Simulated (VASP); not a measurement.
Wanted: the native input for a VASP 6.6.1 run.

- Task: single point
- Functional: LDA
- Potentials or basis: VASP PAW LDA potentials, release 64 (Tl_d)
- Cutoff: 520 eV
- k mesh: 7 × 7 × 7
- Occupations: gaussian, width 0.1 eV
- Spin: non-collinear spin, zero start, spin-orbit coupling
- Starting moments: [[0.0, 0.0, 0.0]] μB
- Dipole correction: no
- Further INCAR settings: ALGO = Normal; EDIFF = 1e-07; NBANDS = 24

The structure of Tl lies in POSCAR:

```
Tl
1.0
   -1.9559951735      1.9559951735      1.9559951735
    1.9559951735     -1.9559951735      1.9559951735
    1.9559951735      1.9559951735     -1.9559951735
Tl
1
Direct
    0.0000000000      0.0000000000      0.0000000000
```

One way to write it, as run:

INCAR

```
SYSTEM = Tl
ALGO = Normal
EDIFF = 1E-7
ENCUT = 520
GGA_COMPAT = .False.
ISIF = 2
ISMEAR = 0
LASPH = .True.
LCHARG = .False.
LNONCOLLINEAR = .True.
LORBIT = 11
LORBMOM = .True.
LREAL = .False.
LSORBIT = .True.
LWAVE = .False.
MAGMOM = 0 0 0
NBANDS = 24
NELM = 150
PREC = Accurate
SIGMA = 0.1
```

KPOINTS

```
k-points
0
Gamma
  7 7 7
  0 0 0
```

Potentials or basis: VASP PAW LDA potentials, release 64 (Tl_d).

Command:

```bash
$ cat potpaw_LDA.64/Tl_d/POTCAR > POTCAR
$ mpirun -np 1 vasp_ncl > vasp.out
```

Results of the run:

```json
{"Pressure": "-3.6 GPa", "Net moment": "0.00 μB per cell", "Valence electrons inside the program's atomic spheres": "Tl 11.20"}
```

It took 16 s on 1 thread of Intel(R) Xeon(R) Platinum 8559C (Emerald Rapids), on a shared host, peak memory 0.2 GiB.
